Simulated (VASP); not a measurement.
# HPt6 in VASP: a series of runs, part 2 of 2

VASP 6.6.1. Earlier steps stand in the parts before.

### Step 6. Single point, PBE

INCAR

```
PREC     = Accurate       # precision mode
ENCUT    = 520            # plane-wave cutoff, eV
EDIFF    = 1E-6           # SCF threshold, eV
ISMEAR   = 0              # smearing method
SIGMA    = 0.1            # smearing width, eV
LREAL    = F              # projectors in reciprocal space
LASPH    = T              # aspherical terms in the spheres
NELM     = 60             # most SCF steps
ALGO     = Normal         # electronic algorithm
ISIF     = 2              # what is computed and relaxed
LWAVE    = F              # write WAVECAR
LCHARG   = F              # write CHGCAR
LDIPOL   = T            
IDIPOL   = 3            
DIPOL    = 0.5 0.5 0.304
GGA      = PE             # functional
NBANDS   = 74             # bands
```

KPOINTS

```
Automatic mesh
0
Gamma
  6 6 1
```

POSCAR

```
HPt6
1.0
    5.6145835605      0.0000000000      0.0000000000
   -2.8072917802      4.8623719950      0.0000000000
    0.0000000000      0.0000000000     22.6197373747
Pt H
12 2
Direct
    0.3333333333      0.1666666667      0.1768367127
    0.3333333333      0.6666666667      0.1768367127
    0.8333333333      0.1666666667      0.1768367127
    0.8333333333      0.6666666667      0.1768367127
    0.1666666667      0.3333333333      0.2789580515
    0.1666666667      0.8333333333      0.2789580515
    0.6666666667      0.3333333333      0.2789580515
    0.6666666667      0.8333333333      0.2789580515
    0.0000000000      0.0000000000      0.3810715055
    0.0000000000      0.5000000000      0.3810715055
    0.5000000000      0.0000000000      0.3810715055
    0.5000000000      0.5000000000      0.3810715055
    0.2114385736      0.4228771471      0.4575533837
    0.2885614264      0.5771228529      0.4575533837
```

Potentials or basis: VASP PAW PBE potentials, release 64 (Pt, H).

Run with:

```bash
cat potpaw_PBE.64/Pt/POTCAR potpaw_PBE.64/H/POTCAR > POTCAR
mpirun -np 1 vasp_std > vasp.out
```

OUTCAR:

```text
PREC = Accurate
   ENCUT = 520
   EDIFF = 1E-6
   ISMEAR = 0
   LREAL = F
   LASPH = T
   NELM = 60
   ISIF = 2
   GGA = PE

 ion  position               nearest neighbor table
   1  0.333  0.167  0.177-   2 2.81   2 2.81   4 2.81   4 2.81   3 2.81   3 2.81   5 2.82   6 2.82
                             7 2.82
   2  0.333  0.667  0.177-   1 2.81   1 2.81   3 2.81   3 2.81   4 2.81   4 2.81   6 2.82   5 2.82
                             8 2.82
   3  0.833  0.167  0.177-   4 2.81   4 2.81   2 2.81   2 2.81   1 2.81   1 2.81   7 2.82   8 2.82
                             5 2.82
   4  0.833  0.667  0.177-   3 2.81   3 2.81   1 2.81   1 2.81   2 2.81   2 2.81   8 2.82   7 2.82
[... 1235 lines left out ...]
    -2.807291780  4.862371995  0.000000000     0.000000000  0.205660941  0.000000000
     0.000000000  0.000000000 22.619737375     0.000000000  0.000000000  0.044209178

 POSITION                                       TOTAL-FORCE (eV/Angst)
 -----------------------------------------------------------------------------------
      1.40365      0.81040      4.00000         0.020187     -0.009426      0.015102
     -0.00000      3.24158      4.00000         0.000000      0.014904      0.062716
      4.21094      0.81040      4.00000        -0.020187     -0.009426      0.015102
      2.80729      3.24158      4.00000         0.000000      0.022407      0.094947
      0.00000      1.62079      6.30996        -0.000000     -0.079690     -0.253966
     -1.40365      4.05198      6.30996         0.010690      0.046829     -0.047505
      2.80729      1.62079      6.30996         0.000000      0.076001      0.095784
      1.40365      4.05198      6.30996        -0.010690      0.046829     -0.047505
      0.00000      0.00000      8.61974        -0.000000     -0.234473     -0.168387
     -1.40365      2.43119      8.61974        -0.284284     -0.005464      0.066269
      2.80729      0.00000      8.61974         0.000000      0.159827     -0.155218
      1.40365      2.43119      8.61974         0.284284     -0.005464      0.066269
      0.00000      2.05619     10.34974        -0.000000     -1.688333      0.130935
     -0.00000      2.80619     10.34974         0.000000      1.665479      0.125456
 -----------------------------------------------------------------------------------
    total drift:                               -0.000000      0.000068     -0.000140

  FREE ENERGIE OF THE ION-ELECTRON SYSTEM (eV)
  ---------------------------------------------------
  free  energy   TOTEN  =       -74.3705488558 eV

  energy  without entropy=      -74.2119598001  energy(sigma->0) =      -74.29125433

 vacuum level on the upper side and lower side of the slab         4.422         5.139
```

OSZICAR:

```text
N       E                     dE             d eps       ncg     rms          rms(c)
DAV:   1     0.833460065539E+03    0.83346E+03   -0.51682E+04  1924   0.138E+03
DAV:   2    -0.943575383282E+01   -0.84290E+03   -0.78207E+03  2352   0.271E+02
DAV:   3    -0.765302431478E+02   -0.67094E+02   -0.61145E+02  2304   0.701E+01
[... 27 lines left out ...]
DAV:  31    -0.743705399397E+02   -0.72740E-05   -0.32938E-07  1250   0.155E-03    0.102E-03
DAV:  32    -0.743705434447E+02   -0.35050E-05   -0.17362E-07  1220   0.104E-03    0.547E-04
DAV:  33    -0.743705469282E+02   -0.34836E-05   -0.21068E-07  1224   0.827E-04    0.236E-04
DAV:  34    -0.743705484150E+02   -0.14868E-05   -0.12697E-07  1226   0.656E-04    0.188E-04
DAV:  35    -0.743705488558E+02   -0.44074E-06   -0.61745E-08  1234   0.436E-04
   1 F= -.74370549E+02 E0= -.74291254E+02  d E =-.158589E+00
```

It took 50 min on 1 thread of Intel Xeon 8259CL, shared host; peak memory 0.9 GiB.

What came out:

- Free energy: -74.3705 eV
- Largest force: 1.693 eV/Å
- Band gap on the k mesh: zero (bands 61 and 62 overlap by 0.76 eV)

Forces on the atoms (eV/Å):
```
Pt   0.020 -0.009  0.015
Pt   0.000  0.015  0.063
Pt  -0.020 -0.009  0.015
Pt   0.000  0.022  0.095
Pt   0.000 -0.080 -0.254
Pt   0.011  0.047 -0.048
Pt   0.000  0.076  0.096
Pt  -0.011  0.047 -0.048
Pt   0.000 -0.234 -0.168
Pt  -0.284 -0.005  0.066
Pt   0.000  0.160 -0.155
Pt   0.284 -0.005  0.066
H    0.000 -1.688  0.131
H    0.000  1.665  0.125
```

Caveat: spin-orbit coupling is left out, which moves the levels of the heavy elements.

### Step 7. Overview

```tsv
cell	gap on the mesh (eV)	largest force (eV/Å)
as given, atomic positions A	none	11.01
as given, atomic positions B	none	3.51
as given, atomic positions C	none	0.89
as given, atomic positions D	none	1.05
as given, atomic positions E	none	1.69
```

Alike in all rows: task single point; level PBE; potentials or basis VASP PAW PBE potentials, release 64 (Pt, H); no spin polarisation; k mesh 6 × 6 × 1; cutoff (eV) 520; smearing gaussian 0.1 eV.

Caveats: spin-orbit coupling is left out, which moves the levels of the heavy elements.

Absolute energies hang on the potentials; compare differences alone.
